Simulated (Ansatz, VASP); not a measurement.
## GaN in VASP and in Ansatz

```
CELL_PARAMETERS angstrom
2.99249 0.00000 0.00000
-1.49625 2.59158 0.00000
0.00000 0.00000 5.83367
ATOMIC_POSITIONS crystal
Ga 0.33333 0.66667 0.00000
Ga 0.66667 0.33333 0.50000
N 0.33333 0.66667 0.37500
N 0.66667 0.33333 0.87500
```

Alike in both runs: task single point; functional r2SCAN; k mesh 12 × 12 × 6; occupations gaussian, width 0.05 eV; no spin polarisation.

|  | VASP | Ansatz |
| --- | --- | --- |
| version | VASP 6.6.1 | Ansatz 0.2.0 |
| potentials or method | VASP PAW PBE potentials, release 64 (Ga_d, N), cutoff 520 eV | scalar-relativistic, plane waves, PAW |
| valence electrons in the cell | 36 | 36 |

|  | VASP | Ansatz | Ansatz less VASP |
| --- | --- | --- | --- |
| gap on the k mesh at the Fermi level (eV) | 0.95 | 0.97 | +0.019 |
| least direct gap on the mesh (eV) | 0.95 | 0.97 | +0.019 |
| pressure (GPa) | 10.3 | 9.1 | -1.18 |
| traceless stress, the component that is largest in VASP (GPa) | -42.04 | -41.36 | +0.685 |
| rms of the force components (eV/Å) | 0.416 | 0.368 | -0.0478 |

VASP's potentials were made for PBE, not for r2SCAN. Atom by atom the forces differ by 0.048 eV/Å (rms over components).
